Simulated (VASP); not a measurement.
Wanted: the native input for a VASP 6.6.1 run.

```yaml
Task: single point
Functional: LDA
Potentials_or_basis: VASP PAW LDA potentials, release 64 (Ti_sv)
Cutoff: 520 eV
k_mesh: 11 × 11 × 11
Occupations: fermi-dirac, width 0.05 eV
Spin: no spin polarisation
Dipole_correction: no
Further_INCAR_settings: ALGO = Normal; EDIFF = 1e-06; NBANDS = 12
```

The structure of Ti lies in POSCAR:

```
Ti
1.0
    0.0000000000      2.0300000000      2.0300000000
    2.0300000000      0.0000000000      2.0300000000
    2.0300000000      2.0300000000      0.0000000000
Ti
1
Direct
    0.0000000000      0.0000000000      0.0000000000
```

The input as run:

INCAR

```
PREC     = Accurate       # precision mode
ENCUT    = 520            # plane-wave cutoff, eV
EDIFF    = 1E-6           # SCF threshold, eV
ISMEAR   = -1             # smearing method
SIGMA    = 0.05           # smearing width, eV
LREAL    = F              # projectors in reciprocal space
LASPH    = T              # aspherical terms in the spheres
NELM     = 60             # most SCF steps
ALGO     = Normal         # electronic algorithm
ISIF     = 2              # what is computed and relaxed
LWAVE    = F              # write WAVECAR
LCHARG   = T              # write CHGCAR
LELF     = T              # ELF
LVHAR    = T            
NBANDS   = 12             # bands
```

KPOINTS

```
Automatic mesh
0
Gamma
  11 11 11
```

Potentials or basis: VASP PAW LDA potentials, release 64 (Ti_sv).

Run with:

```console
$ cat potpaw_LDA.64/Ti_sv/POTCAR > POTCAR
$ mpirun -np 1 vasp_std > vasp.out
```

It gave:

| Item | Value |
| --- | --- |
| Pressure | -5.2 GPa |
| Band gap on the k mesh | zero (band 6 reaches 9.26 eV, above the bottom of band 7 at 8.11 eV) |

It took 7.5 s on 1 thread of Intel(R) Xeon(R) Platinum 8259CL CPU @ 2.50GHz (Skylake/Cascade Lake) (shared host), peak memory 0.13 GiB.
